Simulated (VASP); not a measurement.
A run of VASP 6.6.1 is set up as follows.

The input INCAR:

```
ALGO     = Normal         # electronic algorithm
EDIFF    = 1E-7           # SCF threshold, eV
ENCUT    = 520            # plane-wave cutoff, eV
GGA      = PE             # functional
ISIF     = 2              # what is computed and relaxed
ISMEAR   = 0              # smearing method
LASPH    = True           # aspherical terms in the spheres
LCHARG   = True           # write CHGCAR
LELF     = True           # ELF
LREAL    = False          # projectors in reciprocal space
LVHAR    = True         
LWAVE    = False          # write WAVECAR
NBANDS   = 16             # bands
NELM     = 100            # most SCF steps
PREC     = Accurate       # precision mode
SIGMA    = 0.05           # smearing width, eV
```

The input KPOINTS:

```
k-points
0
Gamma
  12 12 6
```

POSCAR

```
AlN
1.0
    3.1110021516      0.0000000000      0.0000000000
   -1.5555010758      2.6942068945      0.0000000000
    0.0000000000      0.0000000000      4.9780000000
Al N
2 2
Direct
    0.3389008345      0.6778016690      0.0000000000
    0.6610991655      0.3221983310      0.5000000000
    0.3283680880      0.6567361760      0.3850000000
    0.6716319120      0.3432638240      0.8850000000
```

Potentials or basis: VASP PAW PBE potentials, release 64 (Al, N).

Run with:

```sh
$ cat potpaw_PBE.64/Al/POTCAR potpaw_PBE.64/N/POTCAR > POTCAR
$ mpirun -np 1 vasp_std > vasp.out
```

Problem. Predict the largest force.

Solution. 0.256 eV/Å.

Problem. Predict the band gap on the k mesh.

Solution. 4.15 eV, direct.

Problem. Estimate the pressure.

Solution. 3.8 GPa.

Stress tensor (GPa, compression positive):
```
4.50 0.00 0.00
0.00 4.20 0.00
0.00 0.00 2.60
```

Caveat: the cell differs from its parent crystal (mode 4 (239.4 1/cm) frozen in, largest displacement -0.030 Å). A k mesh can miss the band edges.
